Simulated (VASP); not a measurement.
# BiSbS (P-6m2) in VASP: a series of runs

Runs on BiSbS. Level: PBE. Tasks: single point.

Program: VASP 6.6.1. These are calculated values, not measurements. Logs are shortened: lines on timing, memory, paths and dates and some standing lists are left out, and cuts for length are marked.

### 1 The cell of the first run

It takes space group P-6m2 (No. 187, hexagonal). Conventional cell: a = 5.108 Å, b = 5.108 Å, c = 3.493 Å, α = 90.00°, β = 90.00°, γ = 120.00°. Sb (site symmetry -6m2) has 3 Bi at 2.95 Å and 6 S at 3.43 Å and 2 Sb at 3.49 Å within 3.9 Å. Within 3.9 Å of Bi (site symmetry -6m2) lie 3 Sb at 2.95 Å and 6 S at 3.43 Å and 2 Bi at 3.49 Å. Within 4.5 Å of S (site symmetry -6m2) lie 6 Sb at 3.43 Å and 6 Bi at 3.43 Å and 2 S at 3.49 Å.

### 2 Single point, PBE

The input, INCAR:

```
SYSTEM = BiSbS
ALGO = Normal
EDIFF = 1E-7
ENCUT = 520
GGA = PE
ISIF = 2
ISMEAR = 0
LASPH = .True.
LCHARG = .False.
LREAL = .False.
LWAVE = .False.
NBANDS = 20
NELM = 80
PREC = Accurate
SIGMA = 0.1
```

The input, KPOINTS:

```
k-points
0
Gamma
  6 6 4
  0 0 0
```

The input, POSCAR:

```
BiSbS
1.0
    5.1080097767      0.0000000032      0.0000000000
   -2.5540048911      4.4236662278      0.0000000000
    0.0000000000      0.0000000000      3.4926114641
Sb Bi S
1 1 1
Direct
    0.3333333333      0.6666666667      0.5000000000
    0.6666666667      0.3333333333      0.5000000000
    0.0000000000      0.0000000000      0.0000000000
```

Potentials or basis: VASP PAW PBE potentials, release 64 (Sb, Bi_d, S).

Command:

```
cat potpaw_PBE.64/Sb/POTCAR potpaw_PBE.64/Bi_d/POTCAR potpaw_PBE.64/S/POTCAR > POTCAR
mpirun -np 1 vasp_std > vasp.out
```

OUTCAR:

```text
SYSTEM = BiSbS
   EDIFF = 1E-7
   ENCUT = 520
   GGA = PE
   ISIF = 2
   ISMEAR = 0
   LASPH = .True.
   LREAL = .False.
   NELM = 80
   PREC = Accurate

 ion  position               nearest neighbor table
   1  0.333  0.667  0.500-   2 2.95   2 2.95   2 2.95
   2  0.667  0.333  0.500-   1 2.95   1 2.95   1 2.95
   3  0.000  0.000  0.000-

  LATTYP: Found a hexagonal cell.
 ALAT       =     5.1080097767
 C/A-ratio  =     0.6837519145

  Lattice vectors:

 A1 = (   5.1080097767,   0.0000000032,   0.0000000000)
 A2 = (  -2.5540048911,   4.4236662278,   0.0000000000)
 A3 = (   0.0000000000,   0.0000000000,   3.4926114641)

Analysis of symmetry for initial positions (statically):
=====================================================================
 Subroutine PRICEL returns:
 Original cell was already a primitive cell.

 Routine SETGRP: Setting up the symmetry group for a
 hexagonal supercell.

 Subroutine GETGRP returns: Found 12 space group operations
 (whereof 12 operations were pure point group operations)
 out of a pool of 24 trial point group operations.

The static configuration has the point symmetry D_3h.

Analysis of symmetry for dynamics (positions and initial velocities):
=====================================================================
 Subroutine PRICEL returns:
 Original cell was already a primitive cell.

 Routine SETGRP: Setting up the symmetry group for a
 hexagonal supercell.

 Subroutine GETGRP returns: Found 12 space group operations
 (whereof 12 operations were pure point group operations)
 out of a pool of 24 trial point group operations.

The dynamic configuration has the point symmetry D_3h.

 Subroutine INISYM returns: Found 12 space group operations
 (whereof 12 operations are pure point group operations),
 and found     1 'primitive' translations

----------------------------------------------------------------------------------------

                                     Primitive cell

  volume of cell :      78.9195

  direct lattice vectors                    reciprocal lattice vectors
     5.108009777  0.000000003  0.000000000     0.195770964  0.113028419  0.000000000
    -2.554004891  4.423666228  0.000000000    -0.000000000  0.226056838  0.000000000
     0.000000000  0.000000000  3.492611464     0.000000000  0.000000000  0.286318707

  length of vectors
     5.108009777  5.108009777  3.492611464     0.226056838  0.226056838  0.286318707

  position of ions in fractional coordinates (direct lattice)
     0.333333333  0.666666667  0.500000000
     0.666666667  0.333333333  0.500000000
     0.000000000  0.000000000  0.000000000

  ion indices of the primitive-cell ions
   primitive index   ion index
                 1           1
                 2           2
                 3           3

----------------------------------------------------------------------------------------

 KPOINTS: k-points

Automatic generation of k-mesh.
 Grid dimensions read from file:
 generate k-points for:    6    6    4

 Generating k-lattice:

  Cartesian coordinates                     Fractional coordinates (reciprocal lattice)
     0.032628494  0.018838070  0.000000000     0.166666667  0.000000000  0.000000000
    -0.000000000  0.037676140  0.000000000    -0.000000000  0.166666667  0.000000000
     0.000000000  0.000000000  0.071579677     0.000000000  0.000000000  0.250000000

  Length of vectors
     0.037676140  0.037676140  0.071579677

  Shift w.r.t. Gamma in fractional coordinates (k-lattice)
     0.000000000  0.000000000  0.000000000

 Subroutine IBZKPT returns following result:
 ===========================================

 Found     21 irreducible k-points:

 Following reciprocal coordinates:
            Coordinates               Weight
  0.000000  0.000000  0.000000      1.000000
  0.166667 -0.000000  0.000000      6.000000
  0.333333  0.000000  0.000000      6.000000
  0.500000  0.000000  0.000000      3.000000
  0.166667  0.166667  0.000000      6.000000
  0.333333  0.166667  0.000000     12.000000
[... 13 lines left out ...]
  0.333333  0.166667  0.500000     12.000000
  0.333333  0.333333  0.500000      2.000000
   k-points           NKPTS =     21   k-points in BZ     NKDIM =     21   number of bands    NBANDS=     20
   number of dos      NEDOS =    301   number of ions     NIONS =      3
   total plane-waves  NPLWV =  44800
   dimension x,y,z NGX =    40 NGY =   40 NGZ =   28
   dimension x,y,z NGXF=    80 NGYF=   80 NGZF=   56
   ions per type =               1   1   1
   NGX,Y,Z   is equivalent  to a cutoff of  13.02, 13.02, 13.33 a.u.
   NGXF,Y,Z  is equivalent  to a cutoff of  26.04, 26.04, 26.66 a.u.
 SYSTEM =  BiSbS
   PREC   = accura    normal or accurate (medium, high low for compatibility)
   ISTART =      0    job   : 0-new  1-cont  2-samecut
   ICHARG =      2    charge: 1-file 2-atom 10-const
   ISPIN  =      1    spin polarized calculation?
   LNONCOLLINEAR =      F non collinear calculations
   LSORBIT =      F    spin-orbit coupling
   LASPH  =      T    aspherical Exc in radial PAW
   ENCUT  =  520.0 eV  38.22 Ry    6.18 a.u.   9.50  9.50  6.49*2*pi/ulx,y,z
   NELM   =     80;   NELMIN=  2; NELMDL= -5     # of ELM steps
   EDIFF  = 0.1E-06   stopping-criterion for ELM
   LREAL  =      F    real-space projection
   EDIFFG = 0.1E-05   stopping-criterion for IOM
   NSW    =      0    number of steps for IOM
   IBRION =     -1    ionic relax: 0-MD 1-quasi-New 2-CG
   NFREE  =      0    steps in history (QN), initial steepest desc. (CG)
   ISIF   =      2    stress and relaxation
   ISYM   =      2    0-nonsym 1-usesym 2-fastsym
   POTIM  = 0.5000    time-step for ionic-motion
   TEBEG  =    0.0;   TEEND  =   0.0 temperature during run
   PSTRESS=    0.0 pullay stress
   NELECT =      26.0000    total number of electrons
   NUPDOWN=      -1.0000    fix difference up-down
   EMIN   =  10.00;   EMAX   =-10.00  energy-range for DOS
   EFERMI =   0.00;   METHOD = LEGACY
   ISMEAR =     0;   SIGMA  =   0.10  broadening in eV -4-tet -1-fermi 0-gaus
   EFERMI_NEDOS =   21; number of points for ismear=-14 and -15
   IALGO  =     38    algorithm
   IMIX   =      4    mixing-type and parameters
     AMIX     =   0.40;   BMIX     =  1.00
     AMIX_MAG =   1.60;   BMIX_MAG =  1.00
  volume/ion in A,a.u.               =      26.31       177.53
  Fermi-wavevector in a.u.,A,eV,Ry     =   1.130675  2.136666 17.394044  1.278426
  Thomas-Fermi vector in A             =   2.267372
   LORBIT       =      0    0 simple, 1 ext, 2 COOP (PROOUT), +10 PAW based schemes
   GGA     = PE    functional components
   LHFCALC =     F    Hartree Fock is set to
   AEXX    =    0.0000 exact exchange contribution
   IVDW    =     0    specifies the selected vdW correction
   LEPSILON=     F    determine dielectric tensor
   LRPA    =     F    only Hartree local field effects (RPA)
 non-spin polarized calculation
 Gauss-broadening in eV      SIGMA  =   0.10
  energy-cutoff  :      520.00
  volume of cell :       78.92
 maximum number of plane-waves:      2151
 NGX is ok and might be reduce to    40
   NGX = 19   NGY = 19   NGZ = 13

 number of electron      26.0000004 magnetization

 Free energy of the ion-electron system (eV)
  ---------------------------------------------------
  ext. energy  EPLUGINS =         0.00000000
  ---------------------------------------------------
  free energy    TOTEN  =       -11.00174846 eV

  energy without entropy =      -10.99213548  energy(sigma->0) =      -10.99694197

 E-fermi :   6.7276     XC(G=0): -10.0871

 val. band max:        6.6844895622   @ k =   0.3333   0.1667   0.2500
 cond. band min:       6.8672835593   @ k =   0.3333   0.3333   0.5000
 fundamental gap:      0.1827939971
 Fermi energy:         6.7276336433

 k-point     1 :       0.0000    0.0000    0.0000
  band No.  band energies     occupation
      1     -16.2684      2.00000
      2     -16.1823      2.00000
      3     -16.1823      2.00000
      4     -16.1423      2.00000
      5     -16.1423      2.00000
      6      -6.7316      2.00000
[... 12 lines left out ...]
     19      15.9418      0.00000
     20      16.7898      0.00000

 k-point     2 :       0.1667   -0.0000    0.0000
  band No.  band energies     occupation
      1     -16.2675      2.00000
      2     -16.1827      2.00000
      3     -16.1810      2.00000
      4     -16.1425      2.00000
      5     -16.1423      2.00000
      6      -6.5490      2.00000
[... 12 lines left out ...]
     19      16.1373      0.00000
     20      16.2325      0.00000

 k-point     3 :       0.3333    0.0000    0.0000
  band No.  band energies     occupation
      1     -16.2659      2.00000
      2     -16.1835      2.00000
      3     -16.1784      2.00000
      4     -16.1429      2.00000
      5     -16.1424      2.00000
      6      -6.0292      2.00000
[... 12 lines left out ...]
     19      14.6560      0.00000
     20      15.8981      0.00000

 k-point     4 :       0.5000    0.0000    0.0000
  band No.  band energies     occupation
      1     -16.2651      2.00000
      2     -16.1839      2.00000
      3     -16.1770      2.00000
      4     -16.1431      2.00000
      5     -16.1424      2.00000
      6      -5.4662      2.00000
[... 12 lines left out ...]
     19      14.1409      0.00000
     20      15.2520      0.00000

 k-point     5 :       0.1667    0.1667    0.0000
  band No.  band energies     occupation
      1     -16.2663      2.00000
      2     -16.1832      2.00000
      3     -16.1791      2.00000
      4     -16.1428      2.00000
      5     -16.1424      2.00000
      6      -6.1963      2.00000
[... 12 lines left out ...]
     19      15.2372      0.00000
     20      15.6755      0.00000
[... 284 lines left out ...]
      6      -4.5331      2.00000
[... 12 lines left out ...]
     19      13.7143      0.00000
     20      14.5342      0.00000

 k-point    19 :       0.1667    0.1667    0.5000
  band No.  band energies     occupation
      1     -16.1878      2.00000
      2     -16.1868      2.00000
      3     -16.1780      2.00000
      4     -16.1744      2.00000
      5     -16.1248      2.00000
      6      -4.5956      2.00000
[... 12 lines left out ...]
     19      13.6681      0.00000
     20      15.4496      0.00000

 k-point    20 :       0.3333    0.1667    0.5000
  band No.  band energies     occupation
      1     -16.1884      2.00000
      2     -16.1872      2.00000
      3     -16.1784      2.00000
      4     -16.1727      2.00000
      5     -16.1232      2.00000
      6      -4.5338      2.00000
[... 12 lines left out ...]
     19      14.7498      0.00000
     20      15.2063      0.00000

 k-point    21 :       0.3333    0.3333    0.5000
  band No.  band energies     occupation
      1     -16.1880      2.00000
      2     -16.1879      2.00000
      3     -16.1784      2.00000
      4     -16.1722      2.00000
      5     -16.1228      2.00000
      6      -4.5136      2.00000
[... 12 lines left out ...]
     19      15.6978      0.00000
     20      16.1844      0.00000

------------------------ aborting loop because EDIFF is reached ----------------------------------------

  FORCE on cell =-STRESS in cart. coord.  units (eV):
  Direction    XX          YY          ZZ          XY          YZ          ZX
  --------------------------------------------------------------------------------------
  -------------------------------------------------------------------------------------
  Total       -0.0151523     -0.0151523     -0.0589945     -0.0000000     -0.0000000     -0.0000000
  in kB       -0.3076131     -0.3076131     -1.1976719     -0.0000000     -0.0000000     -0.0000000
  external PRESSURE =      -0.6042994 kB  Pullay stress =       0.0000000 kB

 VOLUME and BASIS-vectors are now :
 -----------------------------------------------------------------------------
  energy-cutoff  :      520.00
  volume of cell :       78.92
      direct lattice vectors                 reciprocal lattice vectors
     5.108009777  0.000000003  0.000000000     0.195770964  0.113028419  0.000000000
    -2.554004891  4.423666228  0.000000000    -0.000000000  0.226056838  0.000000000
     0.000000000  0.000000000  3.492611464     0.000000000  0.000000000  0.286318707

 POSITION                                       TOTAL-FORCE (eV/Angst)
 -----------------------------------------------------------------------------------
     -0.00000      2.94911      1.74631        -0.000000      0.000000      0.000000
      2.55400      1.47456      1.74631         0.000000     -0.000000      0.000000
      0.00000      0.00000      0.00000         0.000000      0.000000      0.000000
 -----------------------------------------------------------------------------------
    total drift:                                0.000000     -0.000000      0.000000

  FREE ENERGIE OF THE ION-ELECTRON SYSTEM (eV)
  ---------------------------------------------------
  free  energy   TOTEN  =       -11.0017484612 eV

  energy  without entropy=      -10.9921354848  energy(sigma->0) =      -10.99694197
```

Wall time 44 s (1 thread of AMD EPYC 7R43 (Zen 3), shared host); peak memory 0.18 GiB.

What came out:

| Item | Value |
| --- | --- |
| Free energy | -11.0017 eV |
| Pressure | -0.1 GPa |
| Band gap on the k mesh | zero (band 13 reaches 8.52 eV, above the bottom of band 14 at 5.08 eV) |

Caveat: the k points lie up to 0.45 Å⁻¹ apart; spin-orbit coupling is left out, which moves the levels of the heavy elements.

(Continued in part 2 of 2.)
